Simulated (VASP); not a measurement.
## Cu: relaxation of cell and atoms with PBE

Cu:

```
Cu
1.0
     2.35000    0.00000    0.00000
     0.00000    2.35000    0.00000
     0.00000    0.00000    2.35000
Cu
1
Cartesian
  0.0000 0.0000 0.0000
```

```
Program                : VASP 6.6.1
Task                   : relaxation of cell and atoms
Functional             : PBE
Potentials or basis    : VASP PAW PBE potentials, release 64 (Cu)
Cutoff                 : 600 eV
k mesh                 : 17 × 17 × 17
Occupations            : fermi-dirac, width 0.05 eV
Spin                   : no spin polarisation
Dipole correction      : no
Further INCAR settings : ALGO = Normal; EDIFF = 1e-07; IBRION = 2; EDIFFG = -0.01; NSW = 80; ISIF = 3
```

```yaml
Relaxed_volume: 14.00 Å³/atom
Relaxed_cell: a = 2.410 Å, b = 2.410 Å, c = 2.410 Å, α = 90.00°, β = 90.00°, γ = 90.00°
Space_group_after_relaxing_to_0.05_Å: Pm-3m (No. 221)
Energy_gained_by_relaxing: 27.1 meV/atom
Ionic_steps: 3
Pressure_after_relaxing: 0.0 GPa
```

The path:
```csv
step,energy change (eV),largest force (eV/Å),pressure (GPa),volume (Å³)
1,0.0000,0.0000,9.16,12.98
2,-0.0233,0.0000,-2.79,14.42
3,-0.0271,0.0000,0.04,14.00
```

Final structure:
```
CELL_PARAMETERS angstrom
2.40987 0.00000 0.00000
0.00000 2.40987 0.00000
0.00000 0.00000 2.40987
ATOMIC_POSITIONS crystal
Cu 0.00000 0.00000 0.00000
```

Levels at points of the mesh, in eV from the Fermi level:
| k point | band 3 | band 4 | band 5 | band 6 | band 7 | band 8 | band 9 |
| --- | --- | --- | --- | --- | --- | --- | --- |
| (0.00, 0.00, 0.00) | -3.76 | -1.30 | -1.30 | -1.30 | 17.48 | 17.48 | 17.48 |

Wall time 54 s on 1 thread of AMD EPYC 7R43 64-Core Processor (Zen 3), on a shared host, peak memory 0.11 GiB.
